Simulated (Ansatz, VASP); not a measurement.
# IrF: VASP beside Ansatz

File INCAR:

```
SYSTEM = IrF
  PREC = Accurate
  ENCUT = 600
  EDIFF = 1E-6
  ISMEAR = 0
  SIGMA = 0.1
  LREAL = .FALSE.
  LASPH = .TRUE.
  NELM = 150
  ALGO = Normal
  ISIF = 3
  LWAVE = .FALSE.
  LCHARG = .FALSE.
  ISPIN = 2
  MAGMOM = 1 0
  LORBIT = 11
  LMAXMIX = 4
  GGA = PE
  IBRION = 2
  NSW = 90
  EDIFFG = -0.04
```

The input KPOINTS:

```
regular mesh
0
G
  6 6 6
  0 0 0
```

The input POSCAR:

```
IrF
1.0
    2.6048127900      0.0000000000      0.0000000000
    0.0000000000      2.6048127900      0.0000000000
    0.0000000000      0.0000000000      3.2117972500
Ir F
1 1
Direct
    0.5000000000      0.5000000000      0.5000000000
    0.0000000000      0.0000000000      0.0000000000
```

Input for Ansatz:

```yaml
crystal:
  lattice:
    - [2.60481279, 0.0, 0.0]
    - [0.0, 2.60481279, 0.0]
    - [0.0, 0.0, 3.21179725]
  atoms:
    - { symbol: Ir, position: [0.5, 0.5, 0.5], spin: 1.0 }
    - { symbol: F, position: [0.0, 0.0, 0.0] }
basis:
  ecutwfc: 420
kpoints:
  mp_grid: { grid: [6, 6, 6] }
hamiltonian:
  xc: pbe
scf:
  occupations: { method: gaussian, width: 0.1 }
  lower_state_search: "off"
output:
  forces: true
  stress: true
  eigenvalues: true
  populations: true
magnetization:
  spin_polarized: true
relax:
  adjacent_minimum: "off"
  f_tol: 0.04
  max_steps: 70
  cell: { stress_tol: 0.4 }
```

Change from the starting cell: species swapped into the HgPd type (P4/mmm, No. 123).

Alike in both runs: task relaxation of cell and atoms; functional PBE; k mesh 6 × 6 × 6; occupations gaussian, width 0.1 eV; collinear spin.

|  | VASP | Ansatz |
| --- | --- | --- |
| version | VASP 6.6.1 | Ansatz 0.2.0 |
| potentials or method | VASP PAW PBE potentials, release 64 (Ir, F), cutoff 600 eV | scalar-relativistic, plane waves, PAW |
| valence electrons in the cell | 16 | 24 |

Ansatz gave:

```
gap on the k mesh at the Fermi level, each at its own relaxed structure (eV) : none
net moment per atom (μB)                                                     : 0.19
size of the moment on the site where the two differ most (μB)                : 0.30
relaxed volume (Å³/atom)                                                     : 12.95
relaxed cell length with the largest relative difference (Å)                 : 3.989
```

Which values does VASP return?

gap on the k mesh at the Fermi level, each at its own relaxed structure (eV): none; net moment per atom (μB): 0.19; size of the moment on the site where the two differ most (μB): 0.34; relaxed volume (Å³/atom): 12.85; relaxed cell length with the largest relative difference (Å): 3.944.

Site moments also hang on the region over which each program counts them. A gap of «none» marks a metal or a gap that the smearing closes. VASP's potentials hold 16 valence electrons a cell and Ansatz's 24, so a difference there can come from the potentials and not from the codes.

The k mesh is coarse, so the values compare programs but aren't converged. Neither program's run includes spin-orbit coupling. Noted on VASP's run: the volume moved by over 15 % at a fixed basis, so the end points are rough.
